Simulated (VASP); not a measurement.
# Pd (Pm-3m) in VASP: notebook

Runs on Pd. Level: LDA. Tasks: single point, relaxation of cell and atoms.

Everything below comes from runs of VASP 6.6.1. Logs are shortened: lines on timing, memory, paths and dates and some standing lists are left out, and cuts for length are marked.

## Step 1: The cell of the first run

It takes space group Pm-3m (No. 221, cubic). The conventional cell has a = 2.537 Å, b = 2.537 Å, c = 2.537 Å, α = 90.00°, β = 90.00°, γ = 90.00°. Pd (site symmetry m-3m) has 6 Pd at 2.54 Å within 3.3 Å.

## Step 2: Single point, LDA

The input, INCAR:

```
SYSTEM = Pd
PREC = Accurate ; ENCUT = 520
EDIFF = 1E-6 ; ISMEAR = 1
SIGMA = 0.1 ; LREAL = .FALSE.
LASPH = .TRUE. ; NELM = 80
ALGO = Normal ; ISIF = 2
LWAVE = .FALSE. ; LCHARG = .FALSE.
GGA = CA ; NBANDS = 11
```

The input, KPOINTS:

```
regular mesh
0
G
  9 9 9
  0 0 0
```

The input, POSCAR:

```
Pd
1.0
    2.5366044787      0.0000000000      0.0000000000
    0.0000000000      2.5366044787      0.0000000000
    0.0000000000      0.0000000000      2.5366044787
Pd
1
Direct
    0.0000000000      0.0000000000      0.0000000000
```

Potentials or basis: VASP PAW LDA potentials, release 64 (Pd).

Command:

```bash
cat potpaw_LDA.64/Pd/POTCAR > POTCAR
mpirun -np 1 vasp_std > vasp.out
```

OUTCAR:

```text
SYSTEM = Pd
   PREC = Accurate
   ENCUT = 520
   EDIFF = 1E-6
   ISMEAR = 1
   LREAL = .FALSE.
   LASPH = .TRUE.
   NELM = 80
   ISIF = 2
   GGA = CA

 ion  position               nearest neighbor table
   1  0.000  0.000  0.000-

  LATTYP: Found a simple cubic cell.
 ALAT       =     2.5366044787

  Lattice vectors:

 A1 = (   2.5366044787,   0.0000000000,   0.0000000000)
 A2 = (   0.0000000000,   2.5366044787,   0.0000000000)
 A3 = (   0.0000000000,   0.0000000000,   2.5366044787)

Analysis of symmetry for initial positions (statically):
=====================================================================
 Subroutine PRICEL returns:
 Original cell was already a primitive cell.

 Routine SETGRP: Setting up the symmetry group for a
 simple cubic supercell.

 Subroutine GETGRP returns: Found 48 space group operations
 (whereof 48 operations were pure point group operations)
 out of a pool of 48 trial point group operations.

The static configuration has the point symmetry O_h .

Analysis of symmetry for dynamics (positions and initial velocities):
=====================================================================
 Subroutine PRICEL returns:
 Original cell was already a primitive cell.

 Routine SETGRP: Setting up the symmetry group for a
 simple cubic supercell.

 Subroutine GETGRP returns: Found 48 space group operations
 (whereof 48 operations were pure point group operations)
 out of a pool of 48 trial point group operations.

The dynamic configuration has the point symmetry O_h .

 Subroutine INISYM returns: Found 48 space group operations
 (whereof 48 operations are pure point group operations),
 and found     1 'primitive' translations

----------------------------------------------------------------------------------------

                                     Primitive cell

  volume of cell :      16.3214

  direct lattice vectors                    reciprocal lattice vectors
     2.536604479  0.000000000  0.000000000     0.394227799  0.000000000  0.000000000
     0.000000000  2.536604479  0.000000000     0.000000000  0.394227799  0.000000000
     0.000000000  0.000000000  2.536604479     0.000000000  0.000000000  0.394227799

  length of vectors
     2.536604479  2.536604479  2.536604479     0.394227799  0.394227799  0.394227799

  position of ions in fractional coordinates (direct lattice)
     0.000000000  0.000000000  0.000000000

  ion indices of the primitive-cell ions
   primitive index   ion index
                 1           1

----------------------------------------------------------------------------------------

 KPOINTS: regular mesh

Automatic generation of k-mesh.
 Grid dimensions read from file:
 generate k-points for:    9    9    9

 Generating k-lattice:

  Cartesian coordinates                     Fractional coordinates (reciprocal lattice)
     0.043803089  0.000000000  0.000000000     0.111111111  0.000000000  0.000000000
     0.000000000  0.043803089  0.000000000     0.000000000  0.111111111  0.000000000
     0.000000000  0.000000000  0.043803089     0.000000000  0.000000000  0.111111111

  Length of vectors
     0.043803089  0.043803089  0.043803089

  Shift w.r.t. Gamma in fractional coordinates (k-lattice)
     0.000000000  0.000000000  0.000000000

 Subroutine IBZKPT returns following result:
 ===========================================

 Found     35 irreducible k-points:

 Following reciprocal coordinates:
            Coordinates               Weight
  0.000000  0.000000  0.000000      1.000000
  0.111111  0.000000  0.000000      6.000000
  0.222222  0.000000  0.000000      6.000000
  0.333333  0.000000  0.000000      6.000000
  0.444444  0.000000  0.000000      6.000000
  0.111111  0.111111  0.000000     12.000000
[... 16 lines left out ...]
  0.333333  0.333333  0.111111     24.000000
  0.444444  0.333333  0.111111     48.000000
 [... further k-points ...]
   k-points           NKPTS =     35   k-points in BZ     NKDIM =     35   number of bands    NBANDS=     11
   number of dos      NEDOS =    301   number of ions     NIONS =      1
   total plane-waves  NPLWV =   8000
   dimension x,y,z NGX =    20 NGY =   20 NGZ =   20
   dimension x,y,z NGXF=    40 NGYF=   40 NGZF=   40
   ions per type =               1
   NGX,Y,Z   is equivalent  to a cutoff of  13.11, 13.11, 13.11 a.u.
   NGXF,Y,Z  is equivalent  to a cutoff of  26.22, 26.22, 26.22 a.u.
 SYSTEM =  Pd
   PREC   = accura    normal or accurate (medium, high low for compatibility)
   ISTART =      0    job   : 0-new  1-cont  2-samecut
   ICHARG =      2    charge: 1-file 2-atom 10-const
   ISPIN  =      1    spin polarized calculation?
   LNONCOLLINEAR =      F non collinear calculations
   LSORBIT =      F    spin-orbit coupling
   LASPH  =      T    aspherical Exc in radial PAW
   ENCUT  =  520.0 eV  38.22 Ry    6.18 a.u.   4.72  4.72  4.72*2*pi/ulx,y,z
   NELM   =     80;   NELMIN=  2; NELMDL= -5     # of ELM steps
   EDIFF  = 0.1E-05   stopping-criterion for ELM
   LREAL  =      F    real-space projection
   EDIFFG = 0.1E-04   stopping-criterion for IOM
   NSW    =      0    number of steps for IOM
   IBRION =     -1    ionic relax: 0-MD 1-quasi-New 2-CG
   NFREE  =      0    steps in history (QN), initial steepest desc. (CG)
   ISIF   =      2    stress and relaxation
   ISYM   =      2    0-nonsym 1-usesym 2-fastsym
   POTIM  = 0.5000    time-step for ionic-motion
   TEBEG  =    0.0;   TEEND  =   0.0 temperature during run
   PSTRESS=    0.0 pullay stress
   NELECT =      10.0000    total number of electrons
   NUPDOWN=      -1.0000    fix difference up-down
   EMIN   =  10.00;   EMAX   =-10.00  energy-range for DOS
   EFERMI =   0.00;   METHOD = LEGACY
   ISMEAR =     1;   SIGMA  =   0.10  broadening in eV -4-tet -1-fermi 0-gaus
   EFERMI_NEDOS =   21; number of points for ismear=-14 and -15
   IALGO  =     38    algorithm
   IMIX   =      4    mixing-type and parameters
     AMIX     =   0.40;   BMIX     =  1.00
     AMIX_MAG =   1.60;   BMIX_MAG =  1.00
  volume/ion in A,a.u.               =      16.32       110.14
  Fermi-wavevector in a.u.,A,eV,Ry     =   1.390450  2.627570 26.304844  1.933351
  Thomas-Fermi vector in A             =   2.514384
   LORBIT       =      0    0 simple, 1 ext, 2 COOP (PROOUT), +10 PAW based schemes
   GGA     = CA    functional components
   LHFCALC =     F    Hartree Fock is set to
   AEXX    =    0.0000 exact exchange contribution
   IVDW    =     0    specifies the selected vdW correction
   LEPSILON=     F    determine dielectric tensor
   LRPA    =     F    only Hartree local field effects (RPA)
 non-spin polarized calculation
 Methfessel and Paxton  Order N= 1 SIGMA  =   0.10
  energy-cutoff  :      520.00
  volume of cell :       16.32
 maximum number of plane-waves:       461
 NGX is ok and might be reduce to    20
   NGX =  9   NGY =  9   NGZ =  9

 number of electron      10.0000000 magnetization

 number of electron       9.9999996 magnetization

 Free energy of the ion-electron system (eV)
  ---------------------------------------------------
  ext. energy  EPLUGINS =         0.00000000
  ---------------------------------------------------
  free energy    TOTEN  =        -5.88038831 eV

  energy without entropy =       -5.88185156  energy(sigma->0) =       -5.88087606

 E-fermi :   8.1005     XC(G=0): -12.7815

 val. band max:        8.0985262545   @ k =   0.2222   0.1111   0.0000
 cond. band min:       8.1623570006   @ k =   0.3333   0.1111   0.0000
 fundamental gap:      0.0638307462
 Fermi energy:         8.1004970997

 k-point     1 :       0.0000    0.0000    0.0000
  band No.  band energies     occupation
      1       1.6159      2.00000
      2       3.0911      2.00000
      3       3.0911      2.00000
      4       8.2551     -0.05108
      5       8.2551     -0.05108
      6       8.2551     -0.05108
      7      25.1809      0.00000
      8      25.1809      0.00000
      9      25.1809      0.00000
     10      32.1291      0.00000
     11      32.1305      0.00000

 k-point     2 :       0.1111    0.0000    0.0000
  band No.  band energies     occupation
      1       1.9423      2.00000
      2       3.1507      2.00000
      3       3.3892      2.00000
      4       8.0134      2.01214
      5       8.0134      2.01214
      6       8.2747     -0.03354
      7      22.9996      0.00000
      8      25.7496      0.00000
      9      25.7496      0.00000
     10      31.1461      0.00000
     11      32.1484      0.00000

 k-point     3 :       0.2222    0.0000    0.0000
  band No.  band energies     occupation
      1       2.6587      2.00000
      2       3.3051      2.00000
      3       4.4168      2.00000
      4       7.4459      2.00000
      5       7.4459      2.00000
      6       8.3243     -0.00688
      7      19.5131      0.00000
      8      27.2607      0.00000
      9      27.2607      0.00000
     10      29.2909      0.00000
     11      31.8609      0.00000

 k-point     4 :       0.3333    0.0000    0.0000
  band No.  band energies     occupation
      1       3.3376      2.00000
      2       3.4876      2.00000
      3       6.1818      2.00000
      4       6.8632      2.00000
      5       6.8632      2.00000
      6       8.3813     -0.00052
      7      16.3051      0.00000
      8      27.6844      0.00000
      9      29.2812      0.00000
     10      29.2812      0.00000
     11      31.0376      0.00000
[... 239 lines left out ...]
 k-point    22 :       0.4444    0.2222    0.1111
  band No.  band energies     occupation
      1       4.3411      2.00000
      2       4.4368      2.00000
      3       5.6834      2.00000
      4       6.1010      2.00000
      5       7.4527      2.00000
      6      10.8588      0.00000
      7      14.6506      0.00000
      8      24.7347      0.00000
      9      27.3426      0.00000
     10      28.1709      0.00000
     11      31.8284      0.00000

 k-point    23 :       0.3333    0.3333    0.1111
  band No.  band energies     occupation
      1       3.8985      2.00000
      2       4.4626      2.00000
      3       6.4673      2.00000
      4       6.5085      2.00000
      5       7.2062      2.00000
      6       9.7676     -0.00000
      7      17.7444      0.00000
      8      21.0946      0.00000
      9      27.0581      0.00000
     10      28.4454      0.00000
     11      33.5481      0.00000

 k-point    24 :       0.4444    0.3333    0.1111
  band No.  band energies     occupation
      1       3.5372      2.00000
      2       4.6301      2.00000
      3       6.2273      2.00000
      4       6.6031      2.00000
      5       7.7759      2.00004
      6      12.0992      0.00000
      7      15.2178      0.00000
      8      22.1592      0.00000
      9      24.4480      0.00000
     10      29.2513      0.00000
     11      32.4555      0.00000

 [... further k-points ...]
[... 5 lines left out ...]
  --------------------------------------------------------------------------------------
  -------------------------------------------------------------------------------------
  Total        0.0021674      0.0021674      0.0021674      0.0000000     -0.0000000      0.0000000
  in kB        0.2127605      0.2127605      0.2127605      0.0000000     -0.0000000      0.0000000
  external PRESSURE =       0.2127605 kB  Pullay stress =       0.0000000 kB

 VOLUME and BASIS-vectors are now :
 -----------------------------------------------------------------------------
  energy-cutoff  :      520.00
  volume of cell :       16.32
      direct lattice vectors                 reciprocal lattice vectors
     2.536604479  0.000000000  0.000000000     0.394227799  0.000000000  0.000000000
     0.000000000  2.536604479  0.000000000     0.000000000  0.394227799  0.000000000
     0.000000000  0.000000000  2.536604479     0.000000000  0.000000000  0.394227799

 POSITION                                       TOTAL-FORCE (eV/Angst)
 -----------------------------------------------------------------------------------
      0.00000      0.00000      0.00000         0.000000      0.000000      0.000000
 -----------------------------------------------------------------------------------
    total drift:                                0.000000      0.000000      0.000000

  FREE ENERGIE OF THE ION-ELECTRON SYSTEM (eV)
  ---------------------------------------------------
  free  energy   TOTEN  =        -5.8803883133 eV

  energy  without entropy=       -5.8818515588  energy(sigma->0) =       -5.88087606
```

It took 3.6 s on 1 thread of Intel Xeon Platinum 8124M at 3.00GHz (Skylake/Cascade Lake), shared host; peak memory 0.12 GiB.

Results:

- Free energy: -5.8804 eV
- Pressure: 0.0 GPa
- Band gap on the k mesh: zero (band 5 reaches 9.32 eV, above the bottom of band 6 at 7.57 eV)

Levels at points of the mesh, in eV from the Fermi level:
```csv
k point,band 2,band 3,band 4,band 5,band 6,band 7,band 8,band 9
"(0.00, 0.00, 0.00)",-5.01,-5.01,0.15,0.15,0.15,17.08,17.08,17.08
```

## Step 3: Relaxation of cell and atoms, LDA

This run uses another cell than the first one, of 16.19 Å³/atom, 0.992 times its volume.

The input, INCAR:

```
SYSTEM = Pd
ALGO = Normal ; EDIFF = 1E-6
EDIFFG = -0.01 ; ENCUT = 600
IBRION = 2 ; ISIF = 3
ISMEAR = 1 ; LASPH = .TRUE.
LCHARG = .FALSE. ; LREAL = .FALSE.
LWAVE = .FALSE. ; NELM = 60
NSW = 80 ; PREC = Accurate
SIGMA = 0.1
```

The input, KPOINTS:

```
k-points
0
G
  9 9 9
  0 0 0
```

The input, POSCAR:

```
Pd
1.0
    2.5300000000      0.0000000000      0.0000000000
    0.0000000000      2.5300000000      0.0000000000
    0.0000000000      0.0000000000      2.5300000000
Pd
1
Direct
    0.0000000000      0.0000000000      0.0000000000
```

Potentials or basis: VASP PAW LDA potentials, release 64 (Pd).

Command:

```bash
cat potpaw_LDA.64/Pd/POTCAR > POTCAR
mpirun -np 1 vasp_std > vasp.out
```

OUTCAR:

```text
SYSTEM = Pd
   EDIFF = 1E-6
   EDIFFG = -0.01
   ENCUT = 600
   IBRION = 2
   ISIF = 3
   ISMEAR = 1
   LASPH = .TRUE.
   LREAL = .FALSE.
   NELM = 60
   NSW = 80
   PREC = Accurate

 ion  position               nearest neighbor table
   1  0.000  0.000  0.000-

  LATTYP: Found a simple cubic cell.
 ALAT       =     2.5300000000

  Lattice vectors:

 A1 = (   2.5300000000,   0.0000000000,   0.0000000000)
 A2 = (   0.0000000000,   2.5300000000,   0.0000000000)
 A3 = (   0.0000000000,   0.0000000000,   2.5300000000)

Analysis of symmetry for initial positions (statically):
=====================================================================
 Subroutine PRICEL returns:
 Original cell was already a primitive cell.

 Routine SETGRP: Setting up the symmetry group for a
 simple cubic supercell.

 Subroutine GETGRP returns: Found 48 space group operations
 (whereof 48 operations were pure point group operations)
 out of a pool of 48 trial point group operations.

The static configuration has the point symmetry O_h .

Analysis of symmetry for dynamics (positions and initial velocities):
=====================================================================
 Subroutine PRICEL returns:
 Original cell was already a primitive cell.

 Routine SETGRP: Setting up the symmetry group for a
 simple cubic supercell.

 Subroutine GETGRP returns: Found 48 space group operations
 (whereof 48 operations were pure point group operations)
 out of a pool of 48 trial point group operations.

The dynamic configuration has the point symmetry O_h .

 Subroutine INISYM returns: Found 48 space group operations
 (whereof 48 operations are pure point group operations),
 and found     1 'primitive' translations

[... 118 lines left out ...]
   LHFCALC =     F    Hartree Fock is set to
   AEXX    =    0.0000 exact exchange contribution
   IVDW    =     0    specifies the selected vdW correction
   LEPSILON=     F    determine dielectric tensor
   LRPA    =     F    only Hartree local field effects (RPA)
 conjugate gradient relaxation of ions
 non-spin polarized calculation
 Methfessel and Paxton  Order N= 1 SIGMA  =   0.10
  energy-cutoff  :      600.00
  volume of cell :       16.19
 maximum number of plane-waves:       548
   NGX = 11   NGY = 11   NGZ = 11

--------------------------------------- Ionic step        1  -------------------------------------------

 number of electron      10.0000000 magnetization

 number of electron       9.9999996 magnetization

 Free energy of the ion-electron system (eV)
  ---------------------------------------------------
  ext. energy  EPLUGINS =         0.00000000
  ---------------------------------------------------
  free energy    TOTEN  =        -5.87964019 eV

  energy without entropy =       -5.88117179  energy(sigma->0) =       -5.88015073

------------------------ aborting loop because EDIFF is reached ----------------------------------------

  FORCE on cell =-STRESS in cart. coord.  units (eV):
  Direction    XX          YY          ZZ          XY          YZ          ZX
  --------------------------------------------------------------------------------------
  -------------------------------------------------------------------------------------
  Total        0.1381644      0.1381644      0.1381644     -0.0000000     -0.0000000      0.0000000
  in kB       13.6692687     13.6692687     13.6692687     -0.0000000     -0.0000000      0.0000000
  external PRESSURE =      13.6692687 kB  Pullay stress =       0.0000000 kB
[... 57 lines left out ...]
--------------------------------------- Ionic step        3  -------------------------------------------

 number of electron       9.9999996 magnetization

 Free energy of the ion-electron system (eV)
  ---------------------------------------------------
  ext. energy  EPLUGINS =         0.00000000
  ---------------------------------------------------
  free energy    TOTEN  =        -5.88017774 eV

  energy without entropy =       -5.88163936  energy(sigma->0) =       -5.88066495

 E-fermi :   8.0985     XC(G=0): -12.7811

 val. band max:        8.0965241026   @ k =   0.2222   0.1111   0.0000
 cond. band min:       8.1603518078   @ k =   0.3333   0.1111   0.0000
 fundamental gap:      0.0638277052
 Fermi energy:         8.0985096185

 k-point     1 :       0.0000    0.0000    0.0000
  band No.  band energies     occupation
      1       1.6149      2.00000
      2       3.0900      2.00000
      3       3.0900      2.00000
      4       8.2532     -0.05107
      5       8.2532     -0.05107
      6       8.2532     -0.05107
      7      25.1786      0.00000
      8      25.1786      0.00000
      9      25.1786      0.00000
[... 265 lines left out ...]
 k-point    24 :       0.4444    0.3333    0.1111
  band No.  band energies     occupation
      1       3.5360      2.00000
      2       4.6287      2.00000
      3       6.2256      2.00000
      4       6.6014      2.00000
      5       7.7740      2.00004
      6      12.0972      0.00000
      7      15.2155      0.00000
      8      22.1568      0.00000
      9      24.4452      0.00000

 [... further k-points ...]
[... 5 lines left out ...]
  --------------------------------------------------------------------------------------
  -------------------------------------------------------------------------------------
  Total       -0.0041473     -0.0041473     -0.0041473      0.0000000      0.0000000      0.0000000
  in kB       -0.4070785     -0.4070785     -0.4070785      0.0000000      0.0000000      0.0000000
  external PRESSURE =      -0.4070785 kB  Pullay stress =       0.0000000 kB
[... 16 lines left out ...]
  FREE ENERGIE OF THE ION-ELECTRON SYSTEM (eV)
  ---------------------------------------------------
  free  energy   TOTEN  =        -5.8801777444 eV

  energy  without entropy=       -5.8816393595  energy(sigma->0) =       -5.88066495

 reached required accuracy - stopping structural energy minimisation
```

CONTCAR:

```text
Pd
   1.00000000000000
     2.5366793492529038   -0.0000000000000000    0.0000000000000000
    -0.0000000000000000    2.5366793492529038   -0.0000000000000000
    -0.0000000000000000   -0.0000000000000000    2.5366793492529038
  Pd
     1
Direct
     0.0000000000000000    0.0000000000000000    0.0000000000000000

  0.00000000E+00  0.00000000E+00  0.00000000E+00
```

Run time: 5.9 s. Hardware: 1 thread of Intel Xeon Platinum 8124M at 3.00GHz (Skylake/Cascade Lake), shared host; peak memory 0.13 GiB.

What came out:

```yaml
Free_energy: -5.8802 eV
Relaxed_volume: 16.32 Å³/atom
Relaxed_cell: a = 2.537 Å, b = 2.537 Å, c = 2.537 Å, α = 90.00°, β = 90.00°, γ = 90.00°
Space_group_after_relaxing_to_0.05_Å: Pm-3m (No. 221)
Energy_gained_by_relaxing: 0.5 meV/atom
Ionic_steps: 3
Pressure_after_relaxing: 0.0 GPa
Band_gap_on_the_k_mesh: zero (band 5 reaches 9.32 eV, above the bottom of band 6 at 7.57 eV)
```

Step by step:
| step | energy change (eV) | largest force (eV/Å) | pressure (GPa) | volume (Å³) |
| --- | --- | --- | --- | --- |
| 1 | 0.0000 | 0.0000 | 1.37 | 16.19 |
| 2 | 0.0007 | 0.0000 | -2.01 | 16.52 |
| 3 | -0.0005 | 0.0000 | -0.04 | 16.32 |

Final structure:
```
Pd
1.0
     2.53668    0.00000    0.00000
     0.00000    2.53668    0.00000
     0.00000    0.00000    2.53668
Pd
1
Direct
  0.00000 0.00000 0.00000
```
